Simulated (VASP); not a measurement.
Write the native input for VASP 6.6.1 that does the following.

| Item | Value |
| --- | --- |
| Task | single point |
| Functional | r2SCAN |
| Potentials or basis | VASP PAW PBE potentials, release 64 (Rh_pv, Si) |
| Cutoff | 520 eV |
| k mesh | 13 × 13 × 13 |
| Occupations | methfessel-paxton, width 0.05 eV |
| Spin | no spin polarisation |
| Dipole correction | no |
| Further INCAR settings | ALGO = Normal; EDIFF = 1e-07; NBANDS = 32 |

The system is SiRh3.

```
Rh Si
1.0
    -1.93357    1.93357    3.66934
     1.93357   -1.93357    3.66934
     1.93357    1.93357   -3.66934
Rh Si
3 1
Direct
  0.50000 0.50000 0.00000
  0.25000 0.75000 0.50000
  0.75000 0.25000 0.50000
  0.00000 0.00000 0.00000
```

The input as run:

POSCAR

```
SiRh3
1.0
   -1.9335680000      1.9335680000      3.6693440000
    1.9335680000     -1.9335680000      3.6693440000
    1.9335680000      1.9335680000     -3.6693440000
Rh Si
3 1
Direct
    0.5000000000      0.5000000000      0.0000000000
    0.2500000000      0.7500000000      0.5000000000
    0.7500000000      0.2500000000      0.5000000000
    0.0000000000      0.0000000000      0.0000000000
```

INCAR.step1

```
SYSTEM = SiRh3
ALGO = Normal
EDIFF = 1E-4
ENCUT = 520
GGA = PE
ISMEAR = 1
LASPH = .True.
LCHARG = .False.
LREAL = .False.
LWAVE = .True.
NBANDS = 32
NELM = 60
PREC = Accurate
SIGMA = 0.05
```

INCAR.step2

```
SYSTEM = SiRh3
ALGO = Normal
EDIFF = 1E-7
ENCUT = 520
ISIF = 2
ISMEAR = 1
ISTART = 1
LASPH = .True.
LCHARG = .False.
LMIXTAU = .True.
LREAL = .False.
LWAVE = .False.
METAGGA = R2SCAN
NBANDS = 32
NELM = 60
PREC = Accurate
SIGMA = 0.05
```

KPOINTS

```
k-points
0
Gamma
  13 13 13
  0 0 0
```

Potentials or basis: VASP PAW PBE potentials, release 64 (Rh_pv, Si).

Run with:

```console
$ cat potpaw_PBE.64/Rh_pv/POTCAR potpaw_PBE.64/Si/POTCAR > POTCAR
$ cp INCAR.step1 INCAR
$ mpirun -np 1 vasp_std > vasp.out
$ cp INCAR.step2 INCAR
$ mpirun -np 1 vasp_std > vasp.out
```

Results of the run:

```yaml
Pressure: -7.1 GPa
Band_gap_on_the_k_mesh: zero (an odd number of electrons rules out a gap without spin polarisation)
```

Caveat: the cell stands under tension; the PAW data sets were made with another functional, which shifts forces and pressure a little.

It took 9.4 min on 1 thread of Intel(R) Xeon(R) 6975P-C (Granite Rapids), on a shared host, peak memory 0.4 GiB.
